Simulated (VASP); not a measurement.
# GaB3 (Fm-3m) in VASP: single point with PBE

Aim: the single point of GaB3 with PBE.

Everything below comes from runs of VASP 6.6.1. Logs are shortened: lines on timing, memory, paths and dates and some standing lists are left out, and cuts for length are marked.

**1. The cell of the first run**

Symmetry: Fm-3m, No. 225, cubic system. Conventional cell: a = 5.474 Å, b = 5.474 Å, c = 5.474 Å, α = 90.00°, β = 90.00°, γ = 90.00°. Ga (site symmetry m-3m) has 14 B at 2.37 to 2.74 Å within 3.1 Å. B (site symmetry m-3m) has 8 B at 2.37 Å and 6 Ga at 2.74 Å within 3.1 Å. Within 3.1 Å of B (site symmetry -43m) lie 4 Ga at 2.37 Å and 10 B at 2.37 to 2.74 Å.

**2. Single point, PBE**

File INCAR:

```
SYSTEM = GaB3
  ALGO = Normal
  EDIFF = 1E-6
  ENCUT = 500
  GGA = PE
  GGA_COMPAT = .False.
  ISIF = 2
  ISMEAR = 0
  LASPH = .True.
  LCHARG = .False.
  LREAL = .False.
  LWAVE = .False.
  NBANDS = 19
  NELM = 120
  PREC = Accurate
  SIGMA = 0.1
```

File KPOINTS:

```
k-points
0
Gamma
  6 6 6
  0 0 0
```

File POSCAR:

```
GaB3
1.0
    0.0000000000      2.7369871000      2.7369871000
    2.7369871000      0.0000000000      2.7369871000
    2.7369871000      2.7369871000      0.0000000000
Ga B
1 3
Direct
    0.0000000000      0.0000000000      0.0000000000
    0.5000000000      0.5000000000      0.5000000000
    0.2500000000      0.2500000000      0.2500000000
    0.7500000000      0.7500000000      0.7500000000
```

Potentials or basis: VASP PAW PBE potentials, release 64 (Ga_d, B).

Command:

```sh
$ cat potpaw_PBE.64/Ga_d/POTCAR potpaw_PBE.64/B/POTCAR > POTCAR
$ mpirun -np 1 vasp_std > vasp.out
```

OUTCAR:

```text
SYSTEM = GaB3
   EDIFF = 1E-6
   ENCUT = 500
   GGA = PE
   ISIF = 2
   ISMEAR = 0
   LASPH = .True.
   LREAL = .False.
   NELM = 120
   PREC = Accurate

 ion  position               nearest neighbor table
   1  0.000  0.000  0.000-   4 2.37   4 2.37   4 2.37   3 2.37   4 2.37   3 2.37   3 2.37   3 2.37

   2  0.500  0.500  0.500-
   3  0.250  0.250  0.250-   1 2.37   1 2.37   1 2.37   1 2.37
   4  0.750  0.750  0.750-   1 2.37   1 2.37   1 2.37   1 2.37

  LATTYP: Found a face centered cubic cell.
 ALAT       =     5.4739742000

  Lattice vectors:

 A1 = (   0.0000000000,   2.7369871000,   2.7369871000)
 A2 = (   2.7369871000,   0.0000000000,   2.7369871000)
 A3 = (   2.7369871000,   2.7369871000,   0.0000000000)

Analysis of symmetry for initial positions (statically):
=====================================================================
 Subroutine PRICEL returns:
 Original cell was already a primitive cell.

 Routine SETGRP: Setting up the symmetry group for a
 face centered cubic supercell.

 Subroutine GETGRP returns: Found 48 space group operations
 (whereof 48 operations were pure point group operations)
 out of a pool of 48 trial point group operations.

The static configuration has the point symmetry O_h .

Analysis of symmetry for dynamics (positions and initial velocities):
=====================================================================
 Subroutine PRICEL returns:
 Original cell was already a primitive cell.

 Routine SETGRP: Setting up the symmetry group for a
 face centered cubic supercell.

 Subroutine GETGRP returns: Found 48 space group operations
 (whereof 48 operations were pure point group operations)
 out of a pool of 48 trial point group operations.

The dynamic configuration has the point symmetry O_h .

 Subroutine INISYM returns: Found 48 space group operations
 (whereof 48 operations are pure point group operations),
 and found     1 'primitive' translations

----------------------------------------------------------------------------------------

                                     Primitive cell

  volume of cell :      41.0061

  direct lattice vectors                    reciprocal lattice vectors
     0.000000000  2.736987100  2.736987100    -0.182682629  0.182682629  0.182682629
     2.736987100  0.000000000  2.736987100     0.182682629 -0.182682629  0.182682629
     2.736987100  2.736987100  0.000000000     0.182682629  0.182682629 -0.182682629

  length of vectors
     3.870684277  3.870684277  3.870684277     0.316415596  0.316415596  0.316415596

  position of ions in fractional coordinates (direct lattice)
     0.000000000  0.000000000  0.000000000
     0.500000000  0.500000000  0.500000000
     0.250000000  0.250000000  0.250000000
     0.750000000  0.750000000  0.750000000

  ion indices of the primitive-cell ions
   primitive index   ion index
                 1           1
                 2           2
                 3           3
                 4           4

----------------------------------------------------------------------------------------

 KPOINTS: k-points

Automatic generation of k-mesh.
 Grid dimensions read from file:
 generate k-points for:    6    6    6

 Generating k-lattice:

  Cartesian coordinates                     Fractional coordinates (reciprocal lattice)
    -0.030447105  0.030447105  0.030447105     0.166666667  0.000000000  0.000000000
     0.030447105 -0.030447105  0.030447105     0.000000000  0.166666667  0.000000000
     0.030447105  0.030447105 -0.030447105     0.000000000  0.000000000  0.166666667

  Length of vectors
     0.052735933  0.052735933  0.052735933

  Shift w.r.t. Gamma in fractional coordinates (k-lattice)
     0.000000000  0.000000000  0.000000000

 Subroutine IBZKPT returns following result:
 ===========================================

 Found     16 irreducible k-points:

 Following reciprocal coordinates:
            Coordinates               Weight
  0.000000  0.000000  0.000000      1.000000
  0.166667  0.000000  0.000000      8.000000
  0.333333  0.000000  0.000000      8.000000
  0.500000  0.000000  0.000000      4.000000
  0.166667  0.166667  0.000000      6.000000
  0.333333  0.166667  0.000000     24.000000
[... 8 lines left out ...]
 -0.333333  0.333333  0.166667     24.000000
 -0.333333  0.500000  0.166667     12.000000
   k-points           NKPTS =     16   k-points in BZ     NKDIM =     16   number of bands    NBANDS=     19
   number of dos      NEDOS =    301   number of ions     NIONS =      4
   total plane-waves  NPLWV =  21952
   dimension x,y,z NGX =    28 NGY =   28 NGZ =   28
   dimension x,y,z NGXF=    56 NGYF=   56 NGZF=   56
   ions per type =               1   3
   NGX,Y,Z   is equivalent  to a cutoff of  12.03, 12.03, 12.03 a.u.
   NGXF,Y,Z  is equivalent  to a cutoff of  24.05, 24.05, 24.05 a.u.
 SYSTEM =  GaB3
   PREC   = accura    normal or accurate (medium, high low for compatibility)
   ISTART =      0    job   : 0-new  1-cont  2-samecut
   ICHARG =      2    charge: 1-file 2-atom 10-const
   ISPIN  =      1    spin polarized calculation?
   LNONCOLLINEAR =      F non collinear calculations
   LSORBIT =      F    spin-orbit coupling
   LASPH  =      T    aspherical Exc in radial PAW
   ENCUT  =  500.0 eV  36.75 Ry    6.06 a.u.   7.06  7.06  7.06*2*pi/ulx,y,z
   NELM   =    120;   NELMIN=  2; NELMDL= -5     # of ELM steps
   EDIFF  = 0.1E-05   stopping-criterion for ELM
   LREAL  =      F    real-space projection
   EDIFFG = 0.1E-04   stopping-criterion for IOM
   NSW    =      0    number of steps for IOM
   IBRION =     -1    ionic relax: 0-MD 1-quasi-New 2-CG
   NFREE  =      0    steps in history (QN), initial steepest desc. (CG)
   ISIF   =      2    stress and relaxation
   ISYM   =      2    0-nonsym 1-usesym 2-fastsym
   POTIM  = 0.5000    time-step for ionic-motion
   TEBEG  =    0.0;   TEEND  =   0.0 temperature during run
   PSTRESS=    0.0 pullay stress
   NELECT =      22.0000    total number of electrons
   NUPDOWN=      -1.0000    fix difference up-down
   EMIN   =  10.00;   EMAX   =-10.00  energy-range for DOS
   EFERMI =   0.00;   METHOD = LEGACY
   ISMEAR =     0;   SIGMA  =   0.10  broadening in eV -4-tet -1-fermi 0-gaus
   EFERMI_NEDOS =   21; number of points for ismear=-14 and -15
   IALGO  =     38    algorithm
   IMIX   =      4    mixing-type and parameters
     AMIX     =   0.40;   BMIX     =  1.00
     AMIX_MAG =   1.60;   BMIX_MAG =  1.00
  volume/ion in A,a.u.               =      10.25        69.18
  Fermi-wavevector in a.u.,A,eV,Ry     =   1.330249  2.513806 24.076362  1.769563
  Thomas-Fermi vector in A             =   2.459350
   LORBIT       =      0    0 simple, 1 ext, 2 COOP (PROOUT), +10 PAW based schemes
   GGA     = PE    functional components
   LHFCALC =     F    Hartree Fock is set to
   AEXX    =    0.0000 exact exchange contribution
   IVDW    =     0    specifies the selected vdW correction
   LEPSILON=     F    determine dielectric tensor
   LRPA    =     F    only Hartree local field effects (RPA)
 non-spin polarized calculation
 Gauss-broadening in eV      SIGMA  =   0.10
  energy-cutoff  :      500.00
  volume of cell :       41.01
 maximum number of plane-waves:      1056
   NGX = 15   NGY = 15   NGZ = 15

 number of electron      22.0000016 magnetization

 Free energy of the ion-electron system (eV)
  ---------------------------------------------------
  ext. energy  EPLUGINS =         0.00000000
  ---------------------------------------------------
  free energy    TOTEN  =       -15.69228857 eV

  energy without entropy =      -15.67098879  energy(sigma->0) =      -15.68163868

 E-fermi :   6.4400     XC(G=0): -11.7528

 val. band max:        6.2858066725   @ k =  -0.1667   0.1667   0.0000
 cond. band min:       6.4540499906   @ k =   0.5000   0.3333   0.1667
 fundamental gap:      0.1682433181
 Fermi energy:         6.4399767339

 k-point     1 :       0.0000    0.0000    0.0000
  band No.  band energies     occupation
      1      -8.4220      2.00000
      2      -8.4220      2.00000
      3      -8.4220      2.00000
      4      -8.3213      2.00000
      5      -8.3213      2.00000
      6      -7.4120      2.00000
[... 11 lines left out ...]
     18      12.3290      0.00000
     19      15.3873      0.00000

 k-point     2 :       0.1667    0.0000    0.0000
  band No.  band energies     occupation
      1      -8.4283      2.00000
      2      -8.4124      2.00000
      3      -8.4124      2.00000
      4      -8.3241      2.00000
      5      -8.3241      2.00000
      6      -7.0343      2.00000
[... 11 lines left out ...]
     18      13.5230      0.00000
     19      16.7089      0.00000

 k-point     3 :       0.3333    0.0000    0.0000
  band No.  band energies     occupation
      1      -8.4475      2.00000
      2      -8.4003      2.00000
      3      -8.4003      2.00000
      4      -8.3224      2.00000
      5      -8.3224      2.00000
      6      -5.8912      2.00000
[... 11 lines left out ...]
     18      14.0679      0.00000
     19      16.5730      0.00000

 k-point     4 :       0.5000    0.0000    0.0000
  band No.  band energies     occupation
      1      -8.4586      2.00000
      2      -8.3989      2.00000
      3      -8.3989      2.00000
      4      -8.3169      2.00000
      5      -8.3169      2.00000
      6      -4.0166      2.00000
[... 231 lines left out ...]
     18      13.7343      0.00000
     19      17.1769      0.00000

 k-point    15 :      -0.3333    0.3333    0.1667
  band No.  band energies     occupation
      1      -8.4242      2.00000
      2      -8.4122      2.00000
      3      -8.3665      2.00000
      4      -8.3556      2.00000
      5      -8.3221      2.00000
      6      -3.0033      2.00000
[... 11 lines left out ...]
     18      14.7553      0.00000
     19      16.7773      0.00000

 k-point    16 :      -0.3333    0.5000    0.1667
  band No.  band energies     occupation
      1      -8.4466      2.00000
      2      -8.3931      2.00000
      3      -8.3800      2.00000
      4      -8.3411      2.00000
      5      -8.3148      2.00000
      6      -2.4495      2.00000
[... 11 lines left out ...]
     18      15.0348      0.00000
     19      17.3350      0.00000

------------------------ aborting loop because EDIFF is reached ----------------------------------------

  FORCE on cell =-STRESS in cart. coord.  units (eV):
  Direction    XX          YY          ZZ          XY          YZ          ZX
  --------------------------------------------------------------------------------------
  -------------------------------------------------------------------------------------
  Total       -2.1728446     -2.1728446     -2.1728446      0.0000000      0.0000000     -0.0000000
  in kB      -84.8967372    -84.8967372    -84.8967372      0.0000000      0.0000000     -0.0000000
  external PRESSURE =     -84.8967372 kB  Pullay stress =       0.0000000 kB

 VOLUME and BASIS-vectors are now :
 -----------------------------------------------------------------------------
  energy-cutoff  :      500.00
  volume of cell :       41.01
      direct lattice vectors                 reciprocal lattice vectors
     0.000000000  2.736987100  2.736987100    -0.182682629  0.182682629  0.182682629
     2.736987100  0.000000000  2.736987100     0.182682629 -0.182682629  0.182682629
     2.736987100  2.736987100  0.000000000     0.182682629  0.182682629 -0.182682629

 POSITION                                       TOTAL-FORCE (eV/Angst)
 -----------------------------------------------------------------------------------
      0.00000      0.00000      0.00000         0.000000     -0.000000      0.000000
      2.73699      2.73699      2.73699         0.000000     -0.000000      0.000000
      1.36849      1.36849      1.36849         0.000000      0.000000      0.000000
      4.10548      4.10548      4.10548        -0.000000     -0.000000     -0.000000
 -----------------------------------------------------------------------------------
    total drift:                               -0.000000     -0.000000      0.000000

  FREE ENERGIE OF THE ION-ELECTRON SYSTEM (eV)
  ---------------------------------------------------
  free  energy   TOTEN  =       -15.6922885750 eV

  energy  without entropy=      -15.6709887851  energy(sigma->0) =      -15.68163868
```

It took 18 s on 1 thread of Intel Xeon 8259CL, shared host; peak memory 0.15 GiB.

Results:

| Property | Result |
| --- | --- |
| Free energy | -15.6923 eV |
| Pressure | -8.5 GPa |
| Band gap on the k mesh | zero (band 11 reaches 8.16 eV, above the bottom of band 12 at 4.70 eV) |
